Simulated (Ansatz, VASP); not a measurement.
## Two plane-wave programs on AgCl

File POSCAR:

```
AgCl
1.0
    3.4621851034      0.0000000000      0.0000000000
    0.0000000000      3.4621851034      0.0000000000
    0.0000000000      0.0000000000      3.4621851034
Ag Cl
1 1
Direct
    0.0000000000      0.0000000000      0.0000000000
    0.5000000000      0.5000000000      0.5000000000
```

The input INCAR.step1:

```
SYSTEM = AgCl
PREC     = Accurate       ! precision mode
ENCUT    = 520            ! plane-wave cutoff, eV
ISMEAR   = 0              ! smearing method
SIGMA    = 0.01           ! smearing width, eV
LREAL    = .False.        ! projectors in reciprocal space
LASPH    = .True.         ! aspherical terms in the spheres
NELM     = 60             ! most SCF steps
NBANDS   = 16             ! bands
GGA      = PE             ! functional
ALGO     = Normal         ! electronic algorithm
EDIFF    = 1E-4           ! SCF threshold, eV
LWAVE    = .True.         ! write WAVECAR
LCHARG   = .False.        ! write CHGCAR
```

File INCAR.step2:

```
SYSTEM = AgCl
PREC     = Accurate       ! precision mode
ENCUT    = 520            ! plane-wave cutoff, eV
EDIFF    = 1E-6           ! SCF threshold, eV
ISMEAR   = 0              ! smearing method
SIGMA    = 0.01           ! smearing width, eV
LREAL    = .False.        ! projectors in reciprocal space
LASPH    = .True.         ! aspherical terms in the spheres
NELM     = 60             ! most SCF steps
ALGO     = Normal         ! electronic algorithm
ISIF     = 2              ! what is computed and relaxed
LWAVE    = .False.        ! write WAVECAR
LCHARG   = .False.        ! write CHGCAR
METAGGA  = R2SCAN         ! meta-GGA
LMIXTAU  = .True.       
NBANDS   = 16             ! bands
ISTART   = 1
```

Contents of KPOINTS:

```
regular mesh
0
Gamma
  6 6 6
  0 0 0
```

Input for Ansatz:

```yaml
crystal:
  lattice:
    - [3.4621851034, 0.0, 0.0]
    - [0.0, 3.4621851034, 0.0]
    - [0.0, 0.0, 3.4621851034]
  atoms:
    - { symbol: Ag, position: [0.0, 0.0, 0.0] }
    - { symbol: Cl, position: [0.5, 0.5, 0.5] }
kpoints:
  mp_grid: { grid: [6, 6, 6] }
hamiltonian:
  xc: r2scan
scf:
  occupations: { method: fixed }
  n_extra_bands: 4
output:
  forces: true
  stress: true
  eigenvalues: true
```

Alike in both runs: task single point; functional r2SCAN; k mesh 6 × 6 × 6; no spin polarisation.

```csv
,VASP,Ansatz
version,VASP 6.6.1,Ansatz 0.2.0
potentials or method,"VASP PAW PBE potentials, release 64 (Ag, Cl)","plane waves, PAW"
plane-wave cutoff (eV),520,500
occupations,"gaussian, width 0.01 eV",fixed
valence electrons in the cell,18,26
```

VASP gave:

- gap on the k mesh at the Fermi level (eV): 1.15
- pressure (GPa): -3.0

What did Ansatz give for the same quantities?

gap on the k mesh at the Fermi level (eV): 1.19; pressure (GPa): -2.9.

VASP's potentials were made for PBE, not for r2SCAN. VASP's potentials hold 18 valence electrons a cell and Ansatz's 26, so a difference there can come from the potentials and not from the codes.
